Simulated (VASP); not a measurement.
**Nb2SiO3: single point with PBE**

Crystal: Nb2SiO3.

```
CELL_PARAMETERS angstrom
3.80239 0.00000 0.00000
-1.90120 3.29297 0.00000
0.00000 0.00000 8.75515
ATOMIC_POSITIONS crystal
Nb 0.00000 0.00000 0.79631
Nb 0.00000 0.00000 0.20369
Si 0.00000 0.00000 0.50000
O 0.33333 0.66667 0.00000
O 0.66667 0.33333 0.00000
O 0.00000 0.00000 0.00000
```

The cell was built from a structure type or drawn by symmetry, and may not be a known phase.

```json
{
  "Program": "VASP 6.6.1",
  "Task": "single point",
  "Functional": "PBE",
  "Potentials or basis": "VASP PAW PBE potentials, release 64 (Nb_sv, Si, O)",
  "Cutoff": "600 eV",
  "k mesh": "4 × 4 × 2",
  "Occupations": "gaussian, width 0.15 eV",
  "Spin": "no spin polarisation"
}
```

The pressure is -0.1 GPa. The largest force is 0.010 eV/Å and the band gap on the k mesh is zero (bands 24 and 25 overlap by 0.61 eV).

Forces on the atoms (eV/Å):
```
Nb   0.000  0.000  0.010
Nb   0.000  0.000 -0.010
Si   0.000  0.000  0.000
O    0.000  0.000  0.000
O    0.000  0.000  0.000
O    0.000  0.000  0.000
```

Stress tensor (GPa, compression positive):
```
-0.20  0.00  0.00
 0.00 -0.20  0.00
 0.00  0.00  0.10
```

Levels at points of the mesh, in eV from the Fermi level:
| k point | band 20 | band 21 | band 22 | band 23 | band 24 | band 25 | band 26 | band 27 | band 28 | band 29 |
| --- | --- | --- | --- | --- | --- | --- | --- | --- | --- | --- |
| (0.00, 0.00, 0.00) | -1.66 | -1.61 | -0.10 | -0.10 | 0.39 | 0.39 | 0.52 | 0.52 | 0.88 | 0.88 |
| (0.50, 0.00, 0.00) | -1.56 | -0.84 | -0.49 | -0.46 | -0.30 | -0.22 | 0.27 | 0.69 | 0.92 | 1.28 |
| (0.00, 0.00, 0.50) | -1.61 | -1.08 | -0.12 | -0.12 | 0.21 | 0.21 | 0.41 | 0.41 | 0.71 | 0.98 |
| (0.50, 0.00, 0.50) | -1.53 | -1.37 | -0.63 | -0.47 | -0.22 | -0.20 | 0.42 | 0.53 | 1.28 | 1.64 |

Wall time 75 s on 1 thread of Intel Xeon 8259CL, on a shared host, peak memory 0.24 GiB.

Caveat: the k points lie up to 0.48 Å⁻¹ apart, too coarse for converged energies and pressures of a metal.
